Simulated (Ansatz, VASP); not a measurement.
**Two plane-wave programs on CsBr**

```xyz
2
Lattice="4.3194 0.0000 0.0000 0.0000 4.3194 0.0000 0.0000 0.0000 4.3194" Properties=species:S:1:pos:R:3 pbc="T T T"
Cs    0.0000    0.0000    0.0000
Br    2.1597    2.1597    2.1597
```

Alike in both runs: task single point; functional PBE; k mesh 4 × 4 × 4; occupations gaussian, width 0.5 eV; no spin polarisation.

```csv
,VASP,Ansatz
version,VASP 6.6.1,Ansatz 0.2.0
potentials or method,"VASP PAW PBE potentials, release 64 (Cs_sv, Br)",plane waves
plane-wave cutoff (eV),500,420
valence electrons in the cell,16,16
```

```tsv
	VASP	Ansatz	Ansatz less VASP
gap on the k mesh at the Fermi level (eV)	4.42	4.44	+0.013
pressure (GPa)	0.7	0.7	-0.05
```

With one functional, cell and mesh, what is left measures potentials, basis and numerics.

Spin-orbit coupling is off throughout.
